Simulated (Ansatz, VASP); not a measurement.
# ScAl3: VASP beside Ansatz

```
CELL_PARAMETERS angstrom
4.07721 0.00000 0.00000
0.00000 4.07721 0.00000
0.00000 0.00000 4.07721
ATOMIC_POSITIONS crystal
Sc 0.00000 0.00000 0.00000
Al 0.50000 0.00000 0.50000
Al 0.00000 0.50000 0.50000
Al 0.50000 0.50000 0.00000
```

Alike in both runs: task single point; functional PBE; k mesh 10 × 10 × 10; occupations gaussian, width 0.05 eV; no spin polarisation.

```csv
,VASP,Ansatz
version,VASP 6.6.1,Ansatz 0.2.0
potentials or method,"VASP PAW PBE potentials, release 64 (Sc_sv, Al), cutoff 500 eV","scalar-relativistic, plane waves, PAW"
valence electrons in the cell,20,20
```

```tsv
	VASP	Ansatz	Ansatz less VASP
gap on the k mesh at the Fermi level (eV)	none	none	-
pressure (GPa)	1.8	1.8	-0.01
```

A gap of «none» marks a metal or a gap that the smearing closes.
